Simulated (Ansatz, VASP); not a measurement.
**One calculation of GaP, two programs**

```
Ga P
1.0
     0.00000    2.69566    2.69566
     2.69566    0.00000    2.69566
     2.69566    2.69566    0.00000
Ga P
1 1
Direct
  0.00000 0.00000 0.00000
  0.25000 0.25000 0.25000
```

Alike in both runs: task single point; functional LDA; k mesh 10 × 10 × 10; occupations gaussian, width 0.02 eV; no spin polarisation.

|  | VASP | Ansatz |
| --- | --- | --- |
| version | VASP 6.6.1 | Ansatz 0.2.0 |
| potentials or method | VASP PAW LDA potentials, release 64 (Ga_d, P), cutoff 500 eV | scalar-relativistic, plane waves, PAW |
| valence electrons in the cell | 18 | 18 |

```tsv
	VASP	Ansatz	Ansatz less VASP
gap on the k mesh at the Fermi level (eV)	1.40	1.40	-0.002
least direct gap on the mesh (eV)	1.91	1.88	-0.029
pressure (GPa)	0.1	0.0	-0.08
```

LDA's correlation is that of Perdew and Zunger in VASP and of Perdew and Wang (1992) in Ansatz.
